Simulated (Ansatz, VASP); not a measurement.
ZnS in VASP and in Ansatz

```
Zn S
1.0
    -2.70465   -2.70465    0.00000
     2.70465   -2.70465    0.00000
     0.00000    0.00000   10.51860
Zn S
4 4
Direct
  0.00000 0.00000 0.96424
  0.50000 0.50000 0.19285
  0.00000 0.00000 0.44998
  0.50000 0.50000 0.70711
  0.50000 0.00000 0.32141
  0.00000 0.50000 0.57854
  0.50000 0.00000 0.83567
  0.00000 0.50000 0.06428
```

Alike in both runs: task single point; functional PBE; k mesh 7 × 7 × 3; occupations gaussian, width 0.05 eV; no spin polarisation.

|  | VASP | Ansatz |
| --- | --- | --- |
| version | VASP 6.6.1 | Ansatz 0.2.0 |
| potentials or method | VASP PAW PBE potentials, release 64 (Zn, S), cutoff 520 eV | scalar-relativistic, plane waves, PAW |
| valence electrons in the cell | 72 | 72 |

|  | VASP | Ansatz | Ansatz less VASP |
| --- | --- | --- | --- |
| gap on the k mesh at the Fermi level (eV) | 2.13 | 2.13 | -0.007 |
| least direct gap on the mesh (eV) | 2.13 | 2.13 | -0.007 |
| pressure (GPa) | 4.2 | 4.0 | -0.17 |
| traceless stress, the component that is largest in VASP (GPa) | -1.52 | -1.51 | +0.016 |
| rms of the force components (eV/Å) | 0.468 | 0.464 | -0.0035 |

Atom by atom the forces differ by 0.004 eV/Å (rms over components). The functional is the same, so the differences come from potentials, cutoffs and numerics.
